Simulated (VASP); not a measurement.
## Sr: single point with PBEsol

Sr:

```
CELL_PARAMETERS angstrom
3.83821 0.00000 0.00000
-1.91911 3.85652 0.00000
0.00000 0.00000 7.03880
ATOMIC_POSITIONS crystal
Sr 0.33333 0.66667 0.25000
Sr 0.66667 0.33333 0.75000
```

This cell differs from its parent crystal: strain +e along x and -e along y -0.0733, strain +e along z and -e/2 along x and y +0.0233.

```yaml
Program: VASP 6.6.1
Task: single point
Functional: PBEsol
Potentials_or_basis: VASP PAW PBE potentials, release 64 (Sr_sv)
Cutoff: 520 eV
k_mesh: 12 × 12 × 8
Occupations: gaussian, width 0.15 eV
Spin: no spin polarisation
Dipole_correction: no
Further_INCAR_settings: ALGO = Fast; EDIFF = 1e-06; NBANDS = 17
```

```json
{
 "Pressure": "0.2 GPa",
 "Largest force": "0.120 eV/Å",
 "Band gap on the k mesh": "zero (bands 10 and 11 overlap by 0.18 eV)"
}
```

Forces in eV/Å, atoms in the order of the input:
```
Sr   0.000  0.120  0.000
Sr   0.000 -0.120  0.000
```

Stress tensor (GPa, compression positive):
```
 2.57  0.00  0.00
 0.00 -1.33  0.00
 0.00  0.00 -0.70
```

Levels at points of the mesh, in eV from the Fermi level:
```csv
k point,band 7,band 8,band 9,band 10,band 11,band 12,band 13,band 14
"(0.00, 0.00, 0.00)",-18.31,-18.28,-3.71,-1.26,0.02,1.69,2.05,2.19
"(0.50, 0.00, 0.00)",-18.36,-18.35,-0.86,-0.30,0.04,0.39,1.31,2.08
"(0.00, 0.50, 0.00)",-18.34,-18.30,-1.37,-0.76,-0.02,0.21,1.09,1.51
"(0.00, 0.00, 0.50)",-18.29,-18.29,-2.78,-2.78,1.15,1.15,1.76,1.76
"(0.50, 0.00, 0.50)",-18.36,-18.36,-0.69,-0.69,0.51,0.51,1.43,1.43
"(0.00, 0.50, 0.50)",-18.32,-18.32,-1.04,-1.04,0.07,0.07,1.18,1.18
```

It took 4.5 min on 1 thread of AMD EPYC 7R43 64-Core Processor (Zen 3) (shared host), peak memory 0.42 GiB.

Caveat: the cell differs from its parent crystal (strain +e along x and -e along y -0.0733, strain +e along z and -e/2 along x and y +0.0233); the PAW data sets were made with another functional, which shifts forces and pressure a little.
